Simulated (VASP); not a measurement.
# Na3ScAg (Pm-3m) in VASP: a series of runs

The runs below take Na3ScAg through relaxation of cell and atoms, single point, with PBE.

Program: VASP 6.6.1. These are calculated values, not measurements. Logs are shortened: lines on timing, memory, paths and dates and some standing lists are left out, and cuts for length are marked.

### 1 The cell of the first run

The structure is cubic, space group Pm-3m (No. 221). The conventional cell has a = 4.405 Å, b = 4.405 Å, c = 4.405 Å, α = 90.00°, β = 90.00°, γ = 90.00°. Na (site symmetry 4/mmm) has 2 Ag at 2.20 Å within 2.9 Å. Sc (site symmetry m-3m) has 12 Na at 3.11 Å and 8 Ag at 3.81 Å within 4.1 Å. Within 2.9 Å of Ag (site symmetry m-3m) lie 6 Na at 2.20 Å.

The cell was generated, and may not be a known phase.

### 2 Relaxation of cell and atoms, PBE

INCAR

```
PREC = Accurate
ENCUT = 600
EDIFF = 1E-6
ISMEAR = 0
SIGMA = 0.1
LREAL = F
LASPH = T
NELM = 60
ALGO = Normal
ISIF = 3
LWAVE = F
LCHARG = F
GGA = PE
IBRION = 2
NSW = 90
EDIFFG = -0.04
```

KPOINTS

```
Automatic mesh
0
Gamma
  4 4 4
```

POSCAR

```
Na3ScAg
1.0
    4.4050124800      0.0000000000      0.0000000000
    0.0000000000      4.4050124800      0.0000000000
    0.0000000000      0.0000000000      4.4050124800
Na Sc Ag
3 1 1
Direct
    0.0000000000      0.5000000000      0.5000000000
    0.5000000000      0.0000000000      0.5000000000
    0.5000000000      0.5000000000      0.0000000000
    0.0000000000      0.0000000000      0.0000000000
    0.5000000000      0.5000000000      0.5000000000
```

Potentials or basis: VASP PAW PBE potentials, release 64 (Na_pv, Sc_sv, Ag).

The run is started by

```console
> cat potpaw_PBE.64/Na_pv/POTCAR potpaw_PBE.64/Sc_sv/POTCAR potpaw_PBE.64/Ag/POTCAR > POTCAR
> mpirun -np 1 vasp_std > vasp.out
```

OUTCAR:

```text
PREC = Accurate
   ENCUT = 600
   EDIFF = 1E-6
   ISMEAR = 0
   LREAL = F
   LASPH = T
   NELM = 60
   ISIF = 3
   GGA = PE
   IBRION = 2
   NSW = 90
   EDIFFG = -0.04

 ion  position               nearest neighbor table
   1  0.000  0.500  0.500-   5 2.20   5 2.20
   2  0.500  0.000  0.500-   5 2.20   5 2.20
   3  0.500  0.500  0.000-   5 2.20   5 2.20
   4  0.000  0.000  0.000-
   5  0.500  0.500  0.500-   1 2.20   2 2.20   3 2.20   3 2.20   2 2.20   1 2.20

  LATTYP: Found a simple cubic cell.
 ALAT       =     4.4050124800

  Lattice vectors:

 A1 = (   4.4050124800,   0.0000000000,   0.0000000000)
 A2 = (   0.0000000000,   4.4050124800,   0.0000000000)
 A3 = (   0.0000000000,   0.0000000000,   4.4050124800)

Analysis of symmetry for initial positions (statically):
=====================================================================
 Subroutine PRICEL returns:
 Original cell was already a primitive cell.

 Routine SETGRP: Setting up the symmetry group for a
 simple cubic supercell.

 Subroutine GETGRP returns: Found 48 space group operations
 (whereof 48 operations were pure point group operations)
 out of a pool of 48 trial point group operations.

The static configuration has the point symmetry O_h .

Analysis of symmetry for dynamics (positions and initial velocities):
=====================================================================
 Subroutine PRICEL returns:
 Original cell was already a primitive cell.

 Routine SETGRP: Setting up the symmetry group for a
 simple cubic supercell.

 Subroutine GETGRP returns: Found 48 space group operations
 (whereof 48 operations were pure point group operations)
 out of a pool of 48 trial point group operations.

The dynamic configuration has the point symmetry O_h .

 Subroutine INISYM returns: Found 48 space group operations
 (whereof 48 operations are pure point group operations),
 and found     1 'primitive' translations

----------------------------------------------------------------------------------------

                                     Primitive cell

  volume of cell :      85.4755

  direct lattice vectors                    reciprocal lattice vectors
     4.405012480  0.000000000  0.000000000     0.227014113  0.000000000  0.000000000
     0.000000000  4.405012480  0.000000000     0.000000000  0.227014113  0.000000000
     0.000000000  0.000000000  4.405012480     0.000000000  0.000000000  0.227014113

  length of vectors
     4.405012480  4.405012480  4.405012480     0.227014113  0.227014113  0.227014113

  position of ions in fractional coordinates (direct lattice)
[... 55 lines left out ...]
   dimension x,y,z NGX =    36 NGY =   36 NGZ =   36
   dimension x,y,z NGXF=    72 NGYF=   72 NGZF=   72
   ions per type =               3   1   1
   NGX,Y,Z   is equivalent  to a cutoff of  13.59, 13.59, 13.59 a.u.
   NGXF,Y,Z  is equivalent  to a cutoff of  27.17, 27.17, 27.17 a.u.
 SYSTEM =  unknown system
   PREC   = accura    normal or accurate (medium, high low for compatibility)
   ISTART =      0    job   : 0-new  1-cont  2-samecut
   ICHARG =      2    charge: 1-file 2-atom 10-const
   ISPIN  =      1    spin polarized calculation?
   LNONCOLLINEAR =      F non collinear calculations
   LSORBIT =      F    spin-orbit coupling
   LASPH  =      T    aspherical Exc in radial PAW
   ENCUT  =  600.0 eV  44.10 Ry    6.64 a.u.   8.80  8.80  8.80*2*pi/ulx,y,z
   NELM   =     60;   NELMIN=  2; NELMDL= -5     # of ELM steps
   EDIFF  = 0.1E-05   stopping-criterion for ELM
   LREAL  =      F    real-space projection
   EDIFFG = -.4E-01   stopping-criterion for IOM
   NSW    =     90    number of steps for IOM
   IBRION =      2    ionic relax: 0-MD 1-quasi-New 2-CG
   NFREE  =      1    steps in history (QN), initial steepest desc. (CG)
   ISIF   =      3    stress and relaxation
   ISYM   =      2    0-nonsym 1-usesym 2-fastsym
   POTIM  = 0.5000    time-step for ionic-motion
   TEBEG  =    0.0;   TEEND  =   0.0 temperature during run
   PSTRESS=    0.0 pullay stress
   NELECT =      43.0000    total number of electrons
   NUPDOWN=      -1.0000    fix difference up-down
   EMIN   =  10.00;   EMAX   =-10.00  energy-range for DOS
   EFERMI =   0.00;   METHOD = LEGACY
   ISMEAR =     0;   SIGMA  =   0.10  broadening in eV -4-tet -1-fermi 0-gaus
   EFERMI_NEDOS =   21; number of points for ismear=-14 and -15
   IALGO  =     38    algorithm
   IMIX   =      4    mixing-type and parameters
     AMIX     =   0.40;   BMIX     =  1.00
     AMIX_MAG =   1.60;   BMIX_MAG =  1.00
  volume/ion in A,a.u.               =      17.10       115.36
  Fermi-wavevector in a.u.,A,eV,Ry     =   1.302019  2.460458 23.065308  1.695252
  Thomas-Fermi vector in A             =   2.433114
   LORBIT       =      0    0 simple, 1 ext, 2 COOP (PROOUT), +10 PAW based schemes
   GGA     = PE    functional components
   LHFCALC =     F    Hartree Fock is set to
   AEXX    =    0.0000 exact exchange contribution
   IVDW    =     0    specifies the selected vdW correction
   LEPSILON=     F    determine dielectric tensor
   LRPA    =     F    only Hartree local field effects (RPA)
 conjugate gradient relaxation of ions
 non-spin polarized calculation
 Gauss-broadening in eV      SIGMA  =   0.10
  energy-cutoff  :      600.00
  volume of cell :       85.48
 maximum number of plane-waves:      2897
 NGX is ok and might be reduce to    36
   NGX = 17   NGY = 17   NGZ = 17

--------------------------------------- Ionic step        1  -------------------------------------------

 number of electron      43.0000041 magnetization

 Free energy of the ion-electron system (eV)
  ---------------------------------------------------
  ext. energy  EPLUGINS =         0.00000000
  ---------------------------------------------------
  free energy    TOTEN  =        -4.76720914 eV

  energy without entropy =       -4.75829119  energy(sigma->0) =       -4.76275016

 E-fermi :   5.3390     XC(G=0): -10.0913

 val. band max:        5.1686706779   @ k =   0.5000   0.2500   0.0000
 cond. band min:       5.4187520912   @ k =   0.2500   0.2500   0.0000
 fundamental gap:      0.2500814133
 Fermi energy:         5.3389842386

 k-point     1 :       0.0000    0.0000    0.0000
  band No.  band energies     occupation
      1     -44.8791      2.00000
      2     -23.5316      2.00000
      3     -23.5316      2.00000
      4     -23.5316      2.00000
      5     -19.4302      2.00000
      6     -19.4302      2.00000
[... 424 lines left out ...]
--------------------------------------- Ionic step        5  -------------------------------------------

 number of electron      43.0000151 magnetization

 Free energy of the ion-electron system (eV)
  ---------------------------------------------------
  ext. energy  EPLUGINS =         0.00000000
  ---------------------------------------------------
  free energy    TOTEN  =       -10.15586905 eV

  energy without entropy =      -10.11302370  energy(sigma->0) =      -10.13444638

 E-fermi :   1.3406     XC(G=0):  -7.5536

 val. band max:        1.3096189518   @ k =   0.2500   0.0000   0.0000
 cond. band min:       1.3495421144   @ k =   0.5000   0.0000   0.0000
 fundamental gap:      0.0399231626
 Fermi energy:         1.3406259894

 k-point     1 :       0.0000    0.0000    0.0000
  band No.  band energies     occupation
      1     -49.9339      2.00000
      2     -28.5329      2.00000
      3     -28.5329      2.00000
      4     -28.5329      2.00000
      5     -22.8611      2.00000
      6     -22.8611      2.00000
[... 301 lines left out ...]
  FREE ENERGIE OF THE ION-ELECTRON SYSTEM (eV)
  ---------------------------------------------------
  free  energy   TOTEN  =       -10.1558690489 eV

  energy  without entropy=      -10.1130237021  energy(sigma->0) =      -10.13444638

 reached required accuracy - stopping structural energy minimisation
```

OSZICAR:

```text
N       E                     dE             d eps       ncg     rms          rms(c)
DAV:   1     0.528697474467E+03    0.52870E+03   -0.23495E+04   500   0.229E+03
DAV:   2     0.408217165109E+02   -0.48788E+03   -0.48506E+03   500   0.649E+02
DAV:   3    -0.489063293156E+01   -0.45712E+02   -0.44932E+02   673   0.191E+02
[... 66 lines left out ...]
DAV:   7    -0.101562313729E+02    0.77453E-03   -0.16136E-03   673   0.155E-01    0.149E-01
DAV:   8    -0.101560237261E+02    0.20765E-03   -0.51654E-04   728   0.832E-02    0.949E-02
DAV:   9    -0.101558652019E+02    0.15852E-03   -0.98879E-04   599   0.870E-02    0.712E-03
DAV:  10    -0.101558687559E+02   -0.35540E-05   -0.14970E-05   389   0.174E-02    0.316E-03
DAV:  11    -0.101558690489E+02   -0.29301E-06   -0.12150E-06   381   0.895E-03
   5 F= -.10155869E+02 E0= -.10134446E+02  d E =-.538866E+01
```

CONTCAR:

```text
Na3ScAg
   1.00000000000000
     5.4787651530125725    0.0000000000000000   -0.0000000000000000
    -0.0000000000000000    5.4787651530125725    0.0000000000000000
     0.0000000000000000   -0.0000000000000000    5.4787651530125725
  Na              Sc              Ag
     3     1     1
Direct
     0.0000000000000000    0.5000000000000000    0.5000000000000000
     0.5000000000000000    0.0000000000000000    0.5000000000000000
     0.5000000000000000    0.5000000000000000    0.0000000000000000
     0.0000000000000000    0.0000000000000000    0.0000000000000000
     0.5000000000000000    0.5000000000000000    0.5000000000000000

  0.00000000E+00  0.00000000E+00  0.00000000E+00
  0.00000000E+00  0.00000000E+00  0.00000000E+00
  0.00000000E+00  0.00000000E+00  0.00000000E+00
  0.00000000E+00  0.00000000E+00  0.00000000E+00
  0.00000000E+00  0.00000000E+00  0.00000000E+00
```

It took 2 min on 1 thread of AMD EPYC 7R13 (Zen 3), shared host; peak memory 0.19 GiB.

Results:

| Property | Result |
| --- | --- |
| Free energy | -10.1559 eV |
| Relaxed volume | 32.89 Å³/atom |
| Relaxed cell | a = 5.479 Å, b = 5.479 Å, c = 5.479 Å, α = 90.00°, β = 90.00°, γ = 90.00° |
| Space group after relaxing (to 0.1 Å) | Pm-3m (No. 221) |
| Energy gained by relaxing | 1077.7 meV/atom |
| Ionic steps | 5 |
| Pressure after relaxing | 0.0 GPa |
| Band gap on the k mesh | zero (an odd number of electrons rules out a gap without spin polarisation) |

The path:
```csv
step,energy change (eV),largest force (eV/Å),pressure (GPa),volume (Å³)
1,0.0000,0.0000,38.87,85.48
2,-5.2971,0.0000,1.97,147.73
3,-5.3627,0.0000,0.97,154.94
4,-5.3788,0.0000,-0.51,170.08
5,-5.3887,0.0000,-0.03,164.46
```

Final structure:
```
Na Sc Ag
1.0
     5.47877    0.00000    0.00000
     0.00000    5.47877    0.00000
     0.00000    0.00000    5.47877
Na Sc Ag
3 1 1
Direct
  0.00000 0.50000 0.50000
  0.50000 0.00000 0.50000
  0.50000 0.50000 0.00000
  0.00000 0.00000 0.00000
  0.50000 0.50000 0.50000
```

Caveat: the volume moved by over 15 % at a fixed basis, so the end points are rough.

### 3 Single point, PBE, collinear spin

This run uses another cell than the first one, of 32.60 Å³/atom.

INCAR

```
PREC     = Accurate       # precision mode
ENCUT    = 520            # plane-wave cutoff, eV
EDIFF    = 1E-6           # SCF threshold, eV
ISMEAR   = 0              # smearing method
SIGMA    = 0.1            # smearing width, eV
LREAL    = F              # projectors in reciprocal space
LASPH    = T              # aspherical terms in the spheres
NELM     = 150            # most SCF steps
ALGO     = Fast           # electronic algorithm
ISIF     = 2              # what is computed and relaxed
LWAVE    = F              # write WAVECAR
LCHARG   = F              # write CHGCAR
ISPIN    = 2              # spin polarisation
MAGMOM   = 0 0 0 1 0      # initial moments
LORBIT   = 11             # projections on sites
LMAXMIX  = 4              # l up to which the mixer works
GGA      = PE             # functional
NBANDS   = 34             # bands
```

KPOINTS is that of step 2.

POSCAR, as its differences from that of step 2:

```diff
@@ -2,5 +2,5 @@
 1.0
-    4.4050124800      0.0000000000      0.0000000000
-    0.0000000000      4.4050124800      0.0000000000
-    0.0000000000      0.0000000000      4.4050124800
+    5.4626870992      0.0000000000      0.0000000000
+    0.0000000000      5.4626870992      0.0000000000
+    0.0000000000      0.0000000000      5.4626870992
 Na Sc Ag
```

Potentials or basis: VASP PAW PBE potentials, release 64 (Na_pv, Sc_sv, Ag).

The run is started by

```console
> cat potpaw_PBE.64/Na_pv/POTCAR potpaw_PBE.64/Sc_sv/POTCAR potpaw_PBE.64/Ag/POTCAR > POTCAR
> mpirun -np 1 vasp_std > vasp.out
```

It took 2.2 min on 1 thread of AMD EPYC 7R13 (Zen 3), shared host; peak memory 0.33 GiB.

The run converged. Its results:

| Item | Value |
| --- | --- |
| Free energy | -10.2576 eV |
| Pressure | 0.3 GPa |
| Net moment | 0.93 μB per cell |
| Site moments | Na -0.00; Sc +0.58; Ag +0.00 μB |
| Valence electrons inside the program's atomic spheres | Na 6.08; Sc 9.15; Ag 9.90 |

Levels at points of the mesh, in eV from the Fermi level:
Spin up:
| k point | band 18 | band 19 | band 20 | band 21 | band 22 | band 23 | band 24 | band 25 | band 26 | band 27 |
| --- | --- | --- | --- | --- | --- | --- | --- | --- | --- | --- |
| (0.00, 0.00, 0.00) | -4.59 | -4.13 | -0.28 | -0.28 | 0.03 | 0.52 | 0.52 | 0.52 | 0.97 | 0.97 |
| (0.50, 0.00, 0.00) | -4.59 | -3.09 | -2.51 | -0.21 | 0.19 | 0.19 | 0.32 | 0.53 | 1.56 | 2.58 |
| (0.50, 0.50, 0.00) | -4.60 | -2.44 | -1.27 | -1.01 | -1.01 | 0.26 | 0.37 | 0.38 | 0.38 | 0.62 |
| (0.50, 0.50, 0.50) | -4.61 | -1.79 | -0.53 | -0.53 | -0.53 | -0.23 | 0.37 | 0.37 | 0.40 | 0.40 |
Spin down:
```csv
k point,band 17,band 18,band 19,band 20,band 21,band 22,band 23,band 24,band 25,band 26
"(0.00, 0.00, 0.00)",-4.59,-4.59,-4.05,0.26,0.44,0.44,0.79,0.79,0.79,1.01
"(0.50, 0.00, 0.00)",-4.60,-4.59,-3.08,-2.28,0.40,0.40,0.54,0.80,1.14,1.82
"(0.50, 0.50, 0.00)",-4.60,-4.60,-2.46,-0.93,-0.89,-0.89,0.64,0.64,0.87,1.04
"(0.50, 0.50, 0.50)",-4.61,-4.61,-1.83,-0.42,-0.42,-0.42,0.10,0.66,0.66,0.66
```

Caveat: a moment this small can come from the mesh or the smearing.

The gap in the log of VASP goes by the Fermi energy; the results here count the filled bands.